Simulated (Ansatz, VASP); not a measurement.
GaSb: VASP beside Ansatz

INCAR

```
  ALGO = Normal
  EDIFF = 1E-6
  ENCUT = 520
  GGA = PE
  ISIF = 2
  ISMEAR = -1
  LASPH = T
  LCHARG = F
  LREAL = F
  LWAVE = F
  NBANDS = 16
  NELM = 60
  PREC = Accurate
  SIGMA = 0.02
```

KPOINTS

```
k-points
0
Gamma
  8 8 8
```

Contents of POSCAR:

```
GaSb
1.0
    0.0000000000      2.9739024340      3.1421730518
    2.9739024340      0.0000000000      3.1421730518
    2.9739024340      2.9739024340      0.0000000000
Ga Sb
1 1
Direct
    0.0000000000      0.0000000000      0.0000000000
    0.2500000000      0.2500000000      0.2500000000
```

Input for Ansatz:

```yaml
crystal:
  lattice:
    - [0.0, 2.973902434, 3.1421730518]
    - [2.973902434, 0.0, 3.1421730518]
    - [2.973902434, 2.973902434, 0.0]
  atoms:
    - { symbol: Ga, position: [0.0, 0.0, 0.0] }
    - { symbol: Sb, position: [0.25, 0.25, 0.25] }
kpoints:
  mp_grid: { grid: [8, 8, 8] }
  band_path:
    path:
      - [0.0, 0.0, 0.0]
      - [-0.5, -0.5, 0.0]
      - [-0.375, -0.375, 0.25]
      - [-0.375, 0.0, 0.375]
      - [0.0, 0.0, 0.5]
      - [-0.5, -0.25, 0.25]
    npoints: 1
hamiltonian:
  xc: pbe
scf:
  occupations: { method: fermi_dirac, width: 0.02 }
  n_extra_bands: 4
output:
  forces: true
  stress: true
  eigenvalues: true
```

Change from the starting cell: epitaxial_xy strain -3.0%.

Alike in both runs: task single point; functional PBE; k mesh 8 × 8 × 8; occupations fermi-dirac, width 0.02 eV; no spin polarisation.

|  | VASP | Ansatz |
| --- | --- | --- |
| version | VASP 6.6.1 | Ansatz 0.2.0 |
| potentials or method | VASP PAW PBE potentials, release 64 (Ga_d, Sb) | plane waves, PAW |
| plane-wave cutoff (eV) | 520 | 420 |
| valence electrons in the cell | 18 | 28 |

VASP gave:

```
pressure (GPa)                                                : 4.1
traceless stress, the component that is largest in VASP (GPa) : -1.78
```

Task: Which values does Ansatz return?

Result: Pressure (GPa): 4.0; traceless stress, the component that is largest in VASP (GPa): -1.79.

VASP's potentials hold 18 valence electrons a cell and Ansatz's 28, so a difference there can come from the potentials and not from the codes.

Spin-orbit coupling is off throughout.
